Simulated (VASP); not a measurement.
# MgCd2Se3 (P3m1) in VASP: notebook

Runs on MgCd2Se3. Level: PBE. Tasks: single point, relaxation of cell and atoms.

Everything below comes from runs of VASP 6.6.1. Logs are shortened: lines on timing, memory, paths and dates and some standing lists are left out, and cuts for length are marked.

**1. The cell of the first run**

The structure is trigonal, space group P3m1 (No. 156). Conventional cell: a = 4.338 Å, b = 4.338 Å, c = 10.596 Å, α = 90.00°, β = 90.00°, γ = 120.00°. Mg (site symmetry 3m) has 4 Se at 2.60 to 2.62 Å within 3.4 Å. Within 3.5 Å of Cd (site symmetry 3m) lie 4 Se at 2.67 to 2.68 Å. Within 3.5 Å of Cd (site symmetry 3m) lie 4 Se at 2.67 to 2.68 Å. Se (site symmetry 3m) has 4 Cd at 2.67 to 2.68 Å within 3.5 Å. Se (site symmetry 3m) has 1 Mg at 2.60 Å and 3 Cd at 2.67 Å within 3.4 Å. Se (site symmetry 3m) has 3 Mg at 2.62 Å and 1 Cd at 2.68 Å within 3.5 Å.

**2. Single point, PBE**

The input, INCAR:

```
SYSTEM = MgCd2Se3
  PREC = Accurate
  ENCUT = 520
  EDIFF = 1E-7
  ISMEAR = 0
  SIGMA = 0.1
  LREAL = .FALSE.
  LASPH = .TRUE.
  NELM = 100
  ALGO = Normal
  ISIF = 2
  LWAVE = .FALSE.
  LCHARG = .FALSE.
  GGA = PE
  NBANDS = 31
```

The input, KPOINTS:

```
Automatic mesh
0
G
  6 6 2
  0 0 0
```

The input, POSCAR:

```
MgCd2Se3
1.0
    4.3383527000      0.0000000000      0.0000000000
   -2.1691763000      3.7571236000      0.0000000000
    0.0000000000      0.0000000000     10.5960214000
Mg Cd Se
1 2 3
Direct
    0.0000000000      0.0000000000      0.3310080000
    0.3333333000      0.6666667000      0.0044770000
    0.6666667000      0.3333333000      0.6639380000
    0.6666667000      0.3333333000      0.9166190000
    0.0000000000      0.0000000000      0.5762020000
    0.3333333000      0.6666667000      0.2577560000
```

Potentials or basis: VASP PAW PBE potentials, release 64 (Mg, Cd, Se).

Started as:

```sh
cat potpaw_PBE.64/Mg/POTCAR potpaw_PBE.64/Cd/POTCAR potpaw_PBE.64/Se/POTCAR > POTCAR
mpirun -np 1 vasp_std > vasp.out
```

OUTCAR:

```text
SYSTEM = MgCd2Se3
   PREC = Accurate
   ENCUT = 520
   EDIFF = 1E-7
   ISMEAR = 0
   LREAL = .FALSE.
   LASPH = .TRUE.
   NELM = 100
   ISIF = 2
   GGA = PE

 ion  position               nearest neighbor table
   1  0.000  0.000  0.331-   5 2.60   6 2.62   6 2.62   6 2.62
   2  0.333  0.667  0.004-   4 2.67   4 2.67   4 2.67   6 2.68
   3  0.667  0.333  0.664-   5 2.67   5 2.67   5 2.67   4 2.68
   4  0.667  0.333  0.917-   2 2.67   2 2.67   2 2.67   3 2.68
   5  0.000  0.000  0.576-   1 2.60   3 2.67   3 2.67   3 2.67
   6  0.333  0.667  0.258-   1 2.62   1 2.62   1 2.62   2 2.68

  LATTYP: Found a hexagonal cell.
 ALAT       =     4.3383527000
 C/A-ratio  =     2.4424066305

  Lattice vectors:

 A1 = (   4.3383527000,   0.0000000000,   0.0000000000)
 A2 = (  -2.1691763000,   3.7571236000,   0.0000000000)
 A3 = (   0.0000000000,   0.0000000000,  10.5960214000)

Analysis of symmetry for initial positions (statically):
=====================================================================
 Subroutine PRICEL returns:
 Original cell was already a primitive cell.

 Routine SETGRP: Setting up the symmetry group for a
 hexagonal supercell.

 Subroutine GETGRP returns: Found  6 space group operations
 (whereof  6 operations were pure point group operations)
 out of a pool of 24 trial point group operations.

The static configuration has the point symmetry C_3v.

Analysis of symmetry for dynamics (positions and initial velocities):
=====================================================================
 Subroutine PRICEL returns:
 Original cell was already a primitive cell.

 Routine SETGRP: Setting up the symmetry group for a
 hexagonal supercell.

 Subroutine GETGRP returns: Found  6 space group operations
 (whereof  6 operations were pure point group operations)
 out of a pool of 24 trial point group operations.

The dynamic configuration has the point symmetry C_3v.

 Subroutine INISYM returns: Found  6 space group operations
 (whereof  6 operations are pure point group operations),
 and found     1 'primitive' translations

----------------------------------------------------------------------------------------

                                     Primitive cell

  volume of cell :     172.7123

  direct lattice vectors                    reciprocal lattice vectors
     4.338352700  0.000000000  0.000000000     0.230502236  0.133080527  0.000000000
    -2.169176300  3.757123600  0.000000000     0.000000000  0.266161060  0.000000000
     0.000000000  0.000000000 10.596021400     0.000000000  0.000000000  0.094375045

  length of vectors
     4.338352700  4.338352633 10.596021400     0.266161056  0.266161060  0.094375045

  position of ions in fractional coordinates (direct lattice)
     0.000000000  0.000000000  0.331008000
     0.333333300  0.666666700  0.004477000
     0.666666700  0.333333300  0.663938000
     0.666666700  0.333333300  0.916619000
     0.000000000  0.000000000  0.576202000
     0.333333300  0.666666700  0.257756000

  ion indices of the primitive-cell ions
   primitive index   ion index
                 1           1
                 2           2
                 3           3
                 4           4
                 5           5
                 6           6

----------------------------------------------------------------------------------------

 KPOINTS: Automatic mesh

Automatic generation of k-mesh.
 Grid dimensions read from file:
 generate k-points for:    6    6    2

 Generating k-lattice:

  Cartesian coordinates                     Fractional coordinates (reciprocal lattice)
     0.038417039  0.022180088  0.000000000     0.166666667  0.000000000  0.000000000
     0.000000000  0.044360177  0.000000000     0.000000000  0.166666667  0.000000000
     0.000000000  0.000000000  0.047187523     0.000000000  0.000000000  0.500000000

  Length of vectors
     0.044360176  0.044360177  0.047187523

  Shift w.r.t. Gamma in fractional coordinates (k-lattice)
     0.000000000  0.000000000  0.000000000

 Subroutine IBZKPT returns following result:
 ===========================================

 Found     14 irreducible k-points:

 Following reciprocal coordinates:
            Coordinates               Weight
  0.000000  0.000000  0.000000      1.000000
  0.166667  0.000000  0.000000      6.000000
  0.333333  0.000000  0.000000      6.000000
  0.500000  0.000000  0.000000      3.000000
  0.166667  0.166667  0.000000      6.000000
  0.333333  0.166667  0.000000     12.000000
  0.333333  0.333333  0.000000      2.000000
  0.000000  0.000000  0.500000      1.000000
  0.166667  0.000000  0.500000      6.000000
  0.333333  0.000000  0.500000      6.000000
  0.500000  0.000000  0.500000      3.000000
  0.166667  0.166667  0.500000      6.000000
  0.333333  0.166667  0.500000     12.000000
  0.333333  0.333333  0.500000      2.000000
   k-points           NKPTS =     14   k-points in BZ     NKDIM =     14   number of bands    NBANDS=     31
   number of dos      NEDOS =    301   number of ions     NIONS =      6
   total plane-waves  NPLWV =  81920
   dimension x,y,z NGX =    32 NGY =   32 NGZ =   80
   dimension x,y,z NGXF=    64 NGYF=   64 NGZF=  160
   ions per type =               1   2   3
   NGX,Y,Z   is equivalent  to a cutoff of  12.26, 12.26, 12.55 a.u.
   NGXF,Y,Z  is equivalent  to a cutoff of  24.52, 24.52, 25.10 a.u.
 SYSTEM =  MgCd2Se3
   PREC   = accura    normal or accurate (medium, high low for compatibility)
   ISTART =      0    job   : 0-new  1-cont  2-samecut
   ICHARG =      2    charge: 1-file 2-atom 10-const
   ISPIN  =      1    spin polarized calculation?
   LNONCOLLINEAR =      F non collinear calculations
   LSORBIT =      F    spin-orbit coupling
   LASPH  =      T    aspherical Exc in radial PAW
   ENCUT  =  520.0 eV  38.22 Ry    6.18 a.u.   8.07  8.07 19.70*2*pi/ulx,y,z
   NELM   =    100;   NELMIN=  2; NELMDL= -5     # of ELM steps
   EDIFF  = 0.1E-06   stopping-criterion for ELM
   LREAL  =      F    real-space projection
   EDIFFG = 0.1E-05   stopping-criterion for IOM
   NSW    =      0    number of steps for IOM
   IBRION =     -1    ionic relax: 0-MD 1-quasi-New 2-CG
   NFREE  =      0    steps in history (QN), initial steepest desc. (CG)
   ISIF   =      2    stress and relaxation
   ISYM   =      2    0-nonsym 1-usesym 2-fastsym
   POTIM  = 0.5000    time-step for ionic-motion
   TEBEG  =    0.0;   TEEND  =   0.0 temperature during run
   PSTRESS=    0.0 pullay stress
   NELECT =      44.0000    total number of electrons
   NUPDOWN=      -1.0000    fix difference up-down
   EMIN   =  10.00;   EMAX   =-10.00  energy-range for DOS
   EFERMI =   0.00;   METHOD = LEGACY
   ISMEAR =     0;   SIGMA  =   0.10  broadening in eV -4-tet -1-fermi 0-gaus
   EFERMI_NEDOS =   21; number of points for ismear=-14 and -15
   IALGO  =     38    algorithm
   IMIX   =      4    mixing-type and parameters
     AMIX     =   0.40;   BMIX     =  1.00
     AMIX_MAG =   1.60;   BMIX_MAG =  1.00
  volume/ion in A,a.u.               =      28.79       194.25
  Fermi-wavevector in a.u.,A,eV,Ry     =   1.037810  1.961177 14.654160  1.077050
  Thomas-Fermi vector in A             =   2.172265
   LORBIT       =      0    0 simple, 1 ext, 2 COOP (PROOUT), +10 PAW based schemes
   GGA     = PE    functional components
   LHFCALC =     F    Hartree Fock is set to
   AEXX    =    0.0000 exact exchange contribution
   IVDW    =     0    specifies the selected vdW correction
   LEPSILON=     F    determine dielectric tensor
   LRPA    =     F    only Hartree local field effects (RPA)
 non-spin polarized calculation
 Gauss-broadening in eV      SIGMA  =   0.10
  energy-cutoff  :      520.00
  volume of cell :      172.71
 maximum number of plane-waves:      4682
   NGX = 17   NGY = 17   NGZ = 39

 number of electron      43.9999993 magnetization

 Free energy of the ion-electron system (eV)
  ---------------------------------------------------
  ext. energy  EPLUGINS =         0.00000000
  ---------------------------------------------------
  free energy    TOTEN  =       -18.48939148 eV

  energy without entropy =      -18.48939148  energy(sigma->0) =      -18.48939148

 E-fermi :   1.1166     XC(G=0):  -8.4693

 val. band max:        0.6578717202   @ k =   0.0000   0.0000   0.0000
 cond. band min:       1.6148692798   @ k =   0.0000   0.0000   0.0000
 fundamental gap:      0.9569975596
 Fermi energy:         1.1166308426

 k-point     1 :       0.0000    0.0000    0.0000
  band No.  band energies     occupation
      1     -11.5354      2.00000
      2     -11.3072      2.00000
      3     -11.1401      2.00000
      4      -7.0082      2.00000
      5      -7.0082      2.00000
      6      -6.9592      2.00000
[... 23 lines left out ...]
     30       7.0779      0.00000
     31       7.0974      0.00000

 k-point     2 :       0.1667    0.0000    0.0000
  band No.  band energies     occupation
      1     -11.4572      2.00000
      2     -11.2561      2.00000
      3     -11.0870      2.00000
      4      -6.9802      2.00000
      5      -6.9583      2.00000
      6      -6.9410      2.00000
[... 23 lines left out ...]
     30       7.1473      0.00000
     31       7.1477      0.00000

 k-point     3 :       0.3333    0.0000    0.0000
  band No.  band energies     occupation
      1     -11.2923      2.00000
      2     -11.1528      2.00000
      3     -10.9801      2.00000
      4      -6.9325      2.00000
      5      -6.9226      2.00000
      6      -6.8637      2.00000
[... 23 lines left out ...]
     30       7.6158      0.00000
     31       7.6563      0.00000

 k-point     4 :       0.5000    0.0000    0.0000
  band No.  band energies     occupation
      1     -11.2052      2.00000
      2     -11.1008      2.00000
      3     -10.9263      2.00000
      4      -6.9148      2.00000
      5      -6.9124      2.00000
      6      -6.8379      2.00000
[... 295 lines left out ...]
     30       7.4185      0.00000
     31       7.5537      0.00000

 k-point    13 :       0.3333    0.1667    0.5000
  band No.  band energies     occupation
      1     -11.2067      2.00000
      2     -11.1009      2.00000
      3     -10.9270      2.00000
      4      -6.9175      2.00000
      5      -6.8927      2.00000
      6      -6.8683      2.00000
[... 23 lines left out ...]
     30       7.5982      0.00000
     31       7.6925      0.00000

 k-point    14 :       0.3333    0.3333    0.5000
  band No.  band energies     occupation
      1     -11.1706      2.00000
      2     -11.0657      2.00000
      3     -10.9033      2.00000
      4      -6.9084      2.00000
      5      -6.8785      2.00000
      6      -6.8703      2.00000
[... 23 lines left out ...]
     30       7.4180      0.00000
     31       7.5820      0.00000

------------------------ aborting loop because EDIFF is reached ----------------------------------------

  FORCE on cell =-STRESS in cart. coord.  units (eV):
  Direction    XX          YY          ZZ          XY          YZ          ZX
  --------------------------------------------------------------------------------------
  -------------------------------------------------------------------------------------
  Total        0.1670552      0.1670552      0.1732896      0.0000000      0.0000000      0.0000000
  in kB        1.5496991      1.5496991      1.6075326      0.0000000      0.0000000      0.0000000
  external PRESSURE =       1.5689770 kB  Pullay stress =       0.0000000 kB

 VOLUME and BASIS-vectors are now :
 -----------------------------------------------------------------------------
  energy-cutoff  :      520.00
  volume of cell :      172.71
      direct lattice vectors                 reciprocal lattice vectors
     4.338352700  0.000000000  0.000000000     0.230502236  0.133080527  0.000000000
    -2.169176300  3.757123600  0.000000000     0.000000000  0.266161060  0.000000000
     0.000000000  0.000000000 10.596021400     0.000000000  0.000000000  0.094375045

 POSITION                                       TOTAL-FORCE (eV/Angst)
 -----------------------------------------------------------------------------------
      0.00000      0.00000      3.50737         0.000000      0.000000      0.005028
     -0.00000      2.50475      0.04744         0.000000     -0.000000      0.002042
      2.16918      1.25237      7.03510        -0.000000      0.000000      0.000344
      2.16918      1.25237      9.71251         0.000000     -0.000000     -0.000718
      0.00000      0.00000      6.10545         0.000000      0.000000     -0.033873
     -0.00000      2.50475      2.73119        -0.000000     -0.000000      0.027177
 -----------------------------------------------------------------------------------
    total drift:                                0.000019     -0.000012     -0.000902

  FREE ENERGIE OF THE ION-ELECTRON SYSTEM (eV)
  ---------------------------------------------------
  free  energy   TOTEN  =       -18.4893914841 eV

  energy  without entropy=      -18.4893914841  energy(sigma->0) =      -18.48939148
```

Wall time 42 s (1 thread of AMD EPYC 9R45 (Zen 5), shared host); peak memory 0.27 GiB.

What came out:

- Free energy: -18.4894 eV
- Pressure: 0.2 GPa
- Largest force: 0.034 eV/Å
- Band gap on the k mesh: 0.96 eV

Forces on the atoms (eV/Å):
```
Mg   0.000  0.000  0.005
Cd   0.000  0.000  0.002
Cd   0.000  0.000  0.000
Se   0.000  0.000 -0.001
Se   0.000  0.000 -0.034
Se   0.000  0.000  0.027
```

**3. Single point, PBE**

The input, INCAR:

```
SYSTEM = MgCd2Se3
PREC = Accurate
ENCUT = 520
EDIFF = 1E-7
ISMEAR = 0
SIGMA = 0.02
LREAL = .FALSE.
LASPH = .TRUE.
NELM = 80
ALGO = Normal
ISIF = 2
LWAVE = .FALSE.
LCHARG = .TRUE.
GGA = PE
LELF = .TRUE.
LVHAR = .TRUE.
NBANDS = 31
```

The input, KPOINTS:

```
regular mesh
0
G
  6 6 4
  0 0 0
```

The input, POSCAR:

```
MgCd2Se3
1.0
    4.3383526718     -0.0000000289      0.0000000000
   -2.1691763109      3.7571236388      0.0000000000
    0.0000000000      0.0000000000     10.5960214000
Mg Cd Se
1 2 3
Direct
    0.0000000000      0.0000000000      0.3310080000
    0.3333333333      0.6666666667      0.0044770000
    0.6666666667      0.3333333333      0.6639380000
    0.6666666667      0.3333333333      0.9166190000
    0.0000000000      0.0000000000      0.5762020000
    0.3333333333      0.6666666667      0.2577560000
```

Potentials or basis: VASP PAW PBE potentials, release 64 (Mg, Cd, Se).

Started as:

```sh
cat potpaw_PBE.64/Mg/POTCAR potpaw_PBE.64/Cd/POTCAR potpaw_PBE.64/Se/POTCAR > POTCAR
mpirun -np 1 vasp_std > vasp.out
```

Run time: 69 s. Hardware: 1 thread of AMD EPYC 9R45 (Zen 5), shared host; peak memory 0.31 GiB.

Results (log left out):

```yaml
Free_energy: -18.4912 eV
Pressure: 0.2 GPa
Largest_force: 0.033 eV/Å
Band_gap_on_the_k_mesh: 0.96 eV
```

Forces on the atoms (eV/Å):
```
Mg   0.000  0.000  0.004
Cd   0.000  0.000  0.002
Cd   0.000  0.000 -0.001
Se   0.000  0.000  0.000
Se   0.000  0.000 -0.033
Se   0.000  0.000  0.027
```

Levels at points of the mesh, in eV from the valence-band top:
| k point | band 18 | band 19 | band 20 | band 21 | band 22 | band 23 | band 24 | band 25 | band 26 | band 27 |
| --- | --- | --- | --- | --- | --- | --- | --- | --- | --- | --- |
| (0.00, 0.00, 0.00) | -0.39 | -0.39 | -0.12 | 0.00 | 0.00 | 0.96 | 2.56 | 3.15 | 6.08 | 6.13 |
| (0.50, 0.00, 0.00) | -1.63 | -1.49 | -1.33 | -1.04 | -0.84 | 3.14 | 3.43 | 3.60 | 4.19 | 5.57 |
| (0.00, 0.00, 0.50) | -0.94 | -0.32 | -0.32 | -0.06 | -0.06 | 1.98 | 2.23 | 3.07 | 5.69 | 6.12 |
| (0.50, 0.00, 0.50) | -1.84 | -1.53 | -1.33 | -0.70 | -0.66 | 2.65 | 3.62 | 3.78 | 4.44 | 4.93 |

**4. Relaxation of cell and atoms, PBE**

The input, INCAR:

```
SYSTEM = MgCd2Se3
ALGO = Normal ; EDIFF = 1E-7
EDIFFG = -0.01 ; ENCUT = 600
GGA = PE ; IBRION = 2
ISIF = 3 ; ISMEAR = 0
LASPH = .True. ; LCHARG = .False.
LREAL = .False. ; LWAVE = .False.
NELM = 100 ; NSW = 100
PREC = Accurate ; SIGMA = 0.02
```

The input, KPOINTS:

```
k-points
0
Gamma
  6 6 4
  0 0 0
```

The input, POSCAR:

```
MgCd2Se3
1.0
    4.3383527000      0.0000000000      0.0000000000
   -2.1691763000      3.7571236000      0.0000000000
    0.0000000000      0.0000000000     10.5960214000
Mg Cd Se
1 2 3
Direct
    0.0000000000      0.0000000000      0.3310080000
    0.3333333000      0.6666667000      0.0044770000
    0.6666667000      0.3333333000      0.6639380000
    0.6666667000      0.3333333000      0.9166190000
    0.0000000000      0.0000000000      0.5762020000
    0.3333333000      0.6666667000      0.2577560000
```

Started as:

```sh
cat potpaw_PBE.64/Mg/POTCAR potpaw_PBE.64/Cd/POTCAR potpaw_PBE.64/Se/POTCAR > POTCAR
mpirun -np 1 vasp_std > vasp.out
```

Run time: 3.7 min. Hardware: 1 thread of AMD EPYC 9R45 (Zen 5), shared host; peak memory 0.41 GiB.

The run converged. Its results:

```
Free energy                           : -18.4910 eV
Relaxed volume                        : 28.86 Å³/atom
Relaxed cell                          : a = 4.342 Å, b = 4.342 Å, c = 10.607 Å, α = 90.00°, β = 90.00°, γ = 120.00°
Space group after relaxing (to 0.1 Å) : P3m1 (No. 156)
Energy gained by relaxing             : 0.1 meV/atom
Ionic steps                           : 6
Pressure after relaxing               : 0.0 GPa
Largest force after relaxing          : 0.007 eV/Å
Band gap on the k mesh                : 0.95 eV
```

Forces in eV/Å, atoms in the order of the input:
```
Mg   0.000  0.000 -0.004
Cd   0.000  0.000  0.007
Cd   0.000  0.000 -0.004
Se   0.000  0.000 -0.001
Se   0.000  0.000  0.002
Se   0.000  0.000  0.000
```

The path:
| step | energy change (eV) | largest force (eV/Å) | pressure (GPa) | volume (Å³) |
| --- | --- | --- | --- | --- |
| 1 | 0.0000 | 0.0326 | 0.13 | 172.71 |
| 2 | -0.0003 | 0.0181 | -0.03 | 173.30 |
| 3 | -0.0003 | 0.0193 | -0.01 | 173.25 |
| 4 | -0.0003 | 0.0122 | -0.01 | 173.23 |
| 5 | -0.0003 | 0.0120 | 0.00 | 173.18 |
| 6 | -0.0003 | 0.0072 | 0.00 | 173.18 |

Final structure:
```
Mg Cd Se
1.0
     4.34194    0.00000    0.00000
    -2.17097    3.76023    0.00000
     0.00000    0.00000   10.60728
Mg Cd Se
1 2 3
Direct
  0.00000 0.00000 0.33102
  0.33333 0.66667 0.00465
  0.66667 0.33333 0.66384
  0.66667 0.33333 0.91661
  0.00000 0.00000 0.57574
  0.33333 0.66667 0.25813
```

Levels at points of the mesh, in eV from the valence-band top:
```
           k point  band 18  band 19  band 20  band 21  band 22  band 23  band 24  band 25  band 26
(0.00, 0.00, 0.00)    -0.38    -0.38    -0.12     0.00     0.00     0.95     2.55     3.15     6.06
(0.50, 0.00, 0.00)    -1.62    -1.48    -1.33    -1.03    -0.84     3.14     3.42     3.60     4.19
(0.00, 0.00, 0.50)    -0.94    -0.32    -0.32    -0.06    -0.06     1.97     2.23     3.07     5.67
(0.50, 0.00, 0.50)    -1.83    -1.52    -1.32    -0.70    -0.66     2.64     3.63     3.78     4.42
```

A k mesh can miss the band edges.

**5. Overview**

```csv
task,cell,k mesh,cutoff (eV),smearing,gap on the mesh (eV),pressure (GPa),largest force (eV/Å)
single point,"a = 4.338, b = 4.338, c = 10.596 Å, angles 90.0, 90.0, 120.0°, 6 atoms",6 × 6 × 2,520,gaussian 0.1 eV,0.96,0.2,0.03
single point,"a = 4.338, b = 4.338, c = 10.596 Å, angles 90.0, 90.0, 120.0°, 6 atoms",6 × 6 × 4,520,gaussian 0.02 eV,0.96,0.2,0.03
relaxation of cell and atoms,"relaxed from a = 4.338, b = 4.338, c = 10.596 Å, angles 90.0, 90.0, 120.0°, 6 atoms",6 × 6 × 4,600,gaussian 0.02 eV,0.95,0.0,0.01
```

Alike in all rows: level PBE; potentials or basis VASP PAW PBE potentials, release 64 (Mg, Cd, Se); no spin polarisation.

Total energies depend on the potentials used, so only differences within one code and one set of settings carry meaning.
